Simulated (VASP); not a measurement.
Wanted: the native input for a VASP 6.6.1 run.

```
Task                   : single point
Functional             : BLYP
Potentials or basis    : VASP PAW PBE potentials, release 64 (Fe)
Cutoff                 : 520 eV
k mesh                 : 16 × 16 × 9
Occupations            : fermi-dirac, width 0.1 eV
Spin                   : no spin polarisation
Dipole correction      : no
Further INCAR settings : ALGO = Normal; EDIFF = 1e-06; NBANDS = 15
```

The structure of Fe lies in POSCAR:

```
Fe
1.0
    2.5926257761      0.0000000000      0.0000000000
   -1.2963128881      2.2452797846      0.0000000000
    0.0000000000      0.0000000000      4.0886287921
Fe
2
Direct
    0.3333333333      0.6666666667      0.2500000000
    0.6666666667      0.3333333333      0.7500000000
```

This isn't the form of Fe at room conditions, which is bcc.

One way to write it, as run:

INCAR

```
SYSTEM = Fe
PREC = Accurate
ENCUT = 520
EDIFF = 1E-6
ISMEAR = -1
SIGMA = 0.1
LREAL = .FALSE.
LASPH = .TRUE.
NELM = 60
ALGO = Normal
ISIF = 2
LWAVE = .FALSE.
LCHARG = .TRUE.
GGA = B5
ALDAX = 1.0
AGGAX = 1.0
AGGAC = 1.0
ALDAC = 0.0
LELF = .TRUE.
LVHAR = .TRUE.
NBANDS = 15
```

KPOINTS

```
regular mesh
0
G
  16 16 9
  0 0 0
```

Potentials or basis: VASP PAW PBE potentials, release 64 (Fe).

The run is started by

```console
$ cat potpaw_PBE.64/Fe/POTCAR > POTCAR
$ mpirun -np 1 vasp_std > vasp.out
```

It gave:

```json
{
 "Pressure": "-21.9 GPa",
 "Band gap on the k mesh": "zero (bands 8 and 9 overlap by 1.48 eV)"
}
```

Caveat: the cell stands under tension; the PAW data sets were made with another functional, which shifts forces and pressure a little; the run has no spin polarisation, though such a crystal can be magnetic.

It took 30 s on 1 thread of Intel(R) Xeon(R) 6975P-C (Granite Rapids), on a shared host, peak memory 0.16 GiB.
